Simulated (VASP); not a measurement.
# ScAl2 (R-3m) in VASP: further runs, part 2 of 2

VASP 6.6.1. The steps go on from the part before.

**3. Single point, PBEsol (biaxial strain in the a-b plane: +2.0 %, then relaxed in part)**

The input, INCAR:

```
SYSTEM = ScAl2
  ALGO = Fast
  EDIFF = 1E-7
  ENCUT = 520
  GGA = PS
  ISIF = 2
  ISMEAR = 0
  LASPH = .True.
  LCHARG = .False.
  LREAL = .False.
  LWAVE = .False.
  NBANDS = 26
  NELM = 60
  PREC = Accurate
  SIGMA = 0.1
```

The input, KPOINTS:

```
k-points
0
Gamma
  8 8 8
  0 0 0
```

The input, POSCAR:

```
ScAl2
1.0
    0.0000000000      3.8386704688      3.8386704688
    3.8386704688      0.0000000000      3.8386704688
    3.7640248550      3.7640248550      0.0746456138
Sc Al
2 4
Direct
    0.4995462556      0.4995462556      0.5013612332
    0.7504537444      0.7504537444      0.7486387668
    0.1250000000      0.1250000000      0.1250000000
    0.6250000000      0.1250000000      0.1250000000
    0.1250000000      0.6250000000      0.1250000000
    0.1250000000      0.1250000000      0.6250000000
```

Potentials or basis: VASP PAW PBE potentials, release 64 (Sc_sv, Al).

Command:

```console
$ cat potpaw_PBE.64/Sc_sv/POTCAR potpaw_PBE.64/Al/POTCAR > POTCAR
$ mpirun -np 1 vasp_std > vasp.out
```

It took 4.2 min on 1 thread of Intel Xeon Platinum 8259CL at 2.50GHz (Skylake/Cascade Lake), shared host; peak memory 0.34 GiB.

It converged, with:

```yaml
Free_energy: -32.4639 eV
Pressure: -2.4 GPa
Band_gap_on_the_k_mesh: zero (band 17 reaches 6.92 eV, above the bottom of band 18 at 4.63 eV)
```

Forces on the atoms (eV/Å):
```
Sc  -0.002 -0.002  0.002
Sc   0.002  0.002 -0.002
Al   0.000  0.000  0.000
Al   0.000  0.000  0.000
Al   0.000  0.000  0.000
Al   0.000  0.000  0.000
```

Stress tensor (GPa, compression positive):
```
-2.37  1.27 -1.27
 1.27 -2.37 -1.27
-1.27 -1.27 -2.37
```

Levels at points of the mesh, in eV from the Fermi level:
```csv
k point,band 14,band 15,band 16,band 17,band 18,band 19,band 20,band 21
"(0.00, 0.00, 0.00)",-2.48,-2.32,-2.27,-1.66,-1.66,0.32,2.06,2.06
"(0.50, 0.00, 0.00)",-1.91,-1.73,-0.34,-0.20,-0.08,1.58,1.65,1.95
"(0.50, 0.50, 0.00)",-3.47,0.24,0.29,0.64,0.67,0.74,0.88,1.06
"(0.00, 0.00, 0.50)",-1.88,-1.88,-0.38,-0.11,-0.11,1.65,1.65,1.96
```

Caveat: the cell differs from its parent crystal (biaxial strain in the a-b plane: +2.0 %, then relaxed in part); the PAW data sets were made with another functional, which shifts forces and pressure a little.

**4. Single point, PBEsol (biaxial strain in the a-b plane: +2.0 %)**

The input, INCAR:

```
  ALGO = Fast
  EDIFF = 1E-6
  ENCUT = 520
  GGA = PS
  ISIF = 2
  ISMEAR = 0
  LASPH = True
  LCHARG = True
  LELF = True
  LREAL = False
  LVHAR = True
  LWAVE = False
  NBANDS = 26
  NELM = 100
  PREC = Accurate
  SIGMA = 0.1
```

The input, KPOINTS:

```
k-points
0
Gamma
  8 8 8
```

The input, POSCAR:

```
ScAl2
1.0
    0.0000000000      3.8386704688      3.8386704688
    3.8386704688      0.0000000000      3.8386704688
    3.7583845505      3.7583845505      0.0802859183
Sc Al
2 4
Direct
    0.5000000000      0.5000000000      0.5000000000
    0.7500000000      0.7500000000      0.7500000000
    0.1250000000      0.1250000000      0.1250000000
    0.6250000000      0.1250000000      0.1250000000
    0.1250000000      0.6250000000      0.1250000000
    0.1250000000      0.1250000000      0.6250000000
```

Potentials or basis: VASP PAW PBE potentials, release 64 (Sc_sv, Al).

Command:

```console
$ cat potpaw_PBE.64/Sc_sv/POTCAR potpaw_PBE.64/Al/POTCAR > POTCAR
$ mpirun -np 1 vasp_std > vasp.out
```

OUTCAR:

```text
EDIFF = 1E-6
   ENCUT = 520
   GGA = PS
   ISIF = 2
   ISMEAR = 0
   LASPH = True
   LREAL = False
   NELM = 100
   PREC = Accurate

 ion  position               nearest neighbor table
   1  0.500  0.500  0.500-   3 3.11   4 3.11   5 3.11   4 3.16   3 3.16   5 3.16   3 3.16   4 3.16
                             5 3.16   6 3.18   6 3.18   6 3.18   2 3.22   2 3.31   2 3.31   2 3.31
   2  0.750  0.750  0.750-   3 3.11   4 3.11   5 3.11   5 3.16   4 3.16   3 3.16   4 3.16   3 3.16
[... 915 lines left out ...]
  -------------------------------------------------------------------------------------
  Total       -1.4537730     -1.4537730     -1.4537730      0.9471459     -0.9471459     -0.9471459
  in kB      -21.2558229    -21.2558229    -21.2558229     13.8483557    -13.8483557    -13.8483557
  external PRESSURE =     -21.2558229 kB  Pullay stress =       0.0000000 kB

 VOLUME and BASIS-vectors are now :
 -----------------------------------------------------------------------------
  energy-cutoff  :      520.00
  volume of cell :      109.58
      direct lattice vectors                 reciprocal lattice vectors
     0.000000000  3.838670469  3.838670469    -0.131659676  0.128847186  0.131659676
     3.838670469  0.000000000  3.838670469     0.128847186 -0.131659676  0.131659676
     3.758384551  3.758384551  0.080285918     0.134472166  0.134472166 -0.134472166

 POSITION                                       TOTAL-FORCE (eV/Angst)
 -----------------------------------------------------------------------------------
      3.79853      3.79853      3.87881         0.021247      0.021247     -0.021247
      5.69779      5.69779      5.81822        -0.021247     -0.021247      0.021247
      0.94963      0.94963      0.96970         0.000000     -0.000000     -0.000000
      0.94963      2.86897      2.88904         0.000000      0.000000     -0.000000
      2.86897      0.94963      2.88904         0.000000     -0.000000     -0.000000
      2.82882      2.82882      1.00985         0.000000     -0.000000      0.000000
 -----------------------------------------------------------------------------------
    total drift:                               -0.000000     -0.000000      0.000000

  FREE ENERGIE OF THE ION-ELECTRON SYSTEM (eV)
  ---------------------------------------------------
  free  energy   TOTEN  =       -32.4631059367 eV

  energy  without entropy=      -32.4381094402  energy(sigma->0) =      -32.45060769
```

Run time: 4.6 min. Hardware: 1 thread of Intel Xeon Platinum 8259CL at 2.50GHz (Skylake/Cascade Lake), shared host; peak memory 0.34 GiB.

What came out:

```yaml
Free_energy: -32.4631 eV
Pressure: -2.1 GPa
Largest_force: 0.037 eV/Å
Band_gap_on_the_k_mesh: zero (band 17 reaches 6.94 eV, above the bottom of band 18 at 4.64 eV)
```

Forces in eV/Å, atoms in the order of the input:
```
Sc   0.021  0.021 -0.021
Sc  -0.021 -0.021  0.021
Al   0.000  0.000  0.000
Al   0.000  0.000  0.000
Al   0.000  0.000  0.000
Al   0.000  0.000  0.000
```

Stress tensor (GPa, compression positive):
```
-2.13  1.38 -1.38
 1.38 -2.13 -1.38
-1.38 -1.38 -2.13
```

Levels at points of the mesh, in eV from the Fermi level:
| k point | band 13 | band 14 | band 15 | band 16 | band 17 | band 18 | band 19 | band 20 | band 21 | band 22 |
| --- | --- | --- | --- | --- | --- | --- | --- | --- | --- | --- |
| (0.00, 0.00, 0.00) | -2.49 | -2.49 | -2.31 | -2.26 | -1.66 | -1.66 | 0.32 | 2.07 | 2.07 | 2.08 |
| (0.50, 0.00, 0.00) | -3.48 | -1.92 | -1.72 | -0.34 | -0.20 | -0.07 | 1.58 | 1.63 | 1.95 | 2.54 |
| (0.50, 0.50, 0.00) | -3.54 | -3.47 | 0.25 | 0.28 | 0.64 | 0.67 | 0.73 | 0.89 | 1.06 | 1.07 |
| (0.00, 0.00, 0.50) | -3.65 | -1.88 | -1.88 | -0.38 | -0.11 | -0.11 | 1.68 | 1.68 | 1.96 | 2.56 |

Caveat: the cell differs from its parent crystal (biaxial strain in the a-b plane: +2.0 %); the PAW data sets were made with another functional, which shifts forces and pressure a little.

**5. The runs side by side**

```tsv
cell	further INCAR settings	gap on the mesh (eV)	pressure (GPa)	largest force (eV/Å)
a = 5.216, b = 5.216, c = 5.330 Å, angles 60.7, 60.7, 60.0°, 6 atoms	ALGO = Fast; EDIFF = 1e-07; NBANDS = 26	none	3.0	0.06
a = 5.429, b = 5.429, c = 5.324 Å, angles 59.3, 59.3, 60.0°, 6 atoms	ALGO = Fast; EDIFF = 1e-07; NBANDS = 26	none	-2.4	-
a = 5.429, b = 5.429, c = 5.316 Å, angles 59.3, 59.3, 60.0°, 6 atoms	ALGO = Fast; EDIFF = 1e-06; NBANDS = 26	none	-2.1	0.04
```

Alike in all rows: task single point; level PBEsol; potentials or basis VASP PAW PBE potentials, release 64 (Sc_sv, Al); no spin polarisation; k mesh 8 × 8 × 8; cutoff (eV) 520; smearing gaussian 0.1 eV.

Caveats: the PAW data sets were made with another functional, which shifts forces and pressure a little.

Total energies depend on the potentials used, so only differences within one code and one set of settings carry meaning.
